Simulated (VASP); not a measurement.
**Te: single point with revPBE**

Te:

```
Te
1.0
     4.54936    0.00000    0.00000
    -2.27468    3.93986    0.00000
     0.00000    0.00000    5.65074
Te
3
Direct
  0.25177 0.00000 0.33333
  0.00000 0.25177 0.66667
  0.74823 0.74823 0.00000
```

```yaml
Program: VASP 6.6.1
Task: single point
Functional: revPBE
Potentials_or_basis: VASP PAW PBE potentials, release 64 (Te)
Cutoff: 520 eV
k_mesh: 7 × 7 × 5
Occupations: fermi-dirac, width 0.05 eV
Spin: no spin polarisation
```

```
Pressure               : 6.4 GPa
Largest force          : 1.010 eV/Å
Band gap on the k mesh : 0.74 eV (least direct gap 1.14 eV)
```

Forces on the atoms (eV/Å):
```
Te   1.010  0.000  0.000
Te  -0.505  0.875  0.000
Te  -0.505 -0.875  0.000
```

Stress tensor (GPa, compression positive):
```
5.33 0.00 0.00
0.00 5.33 0.00
0.00 0.00 8.55
```

Levels at points of the mesh, in eV from the valence-band top:
| k point | band 6 | band 7 | band 8 | band 9 | band 10 | band 11 | band 12 | band 13 |
| --- | --- | --- | --- | --- | --- | --- | --- | --- |
| (0.00, 0.00, 0.00) | -3.02 | -1.82 | -1.82 | -0.65 | 1.34 | 1.34 | 1.67 | 5.04 |

Run time: 29 s on 1 thread of Intel(R) Xeon(R) Platinum 8488C (Sapphire Rapids) (shared host), peak memory 0.23 GiB.

Caveat: the cell stands under pressure; the PAW data sets were made with another functional, which shifts forces and pressure a little; spin-orbit coupling is left out, which moves the levels of the heavy elements. A k mesh can miss the band edges.
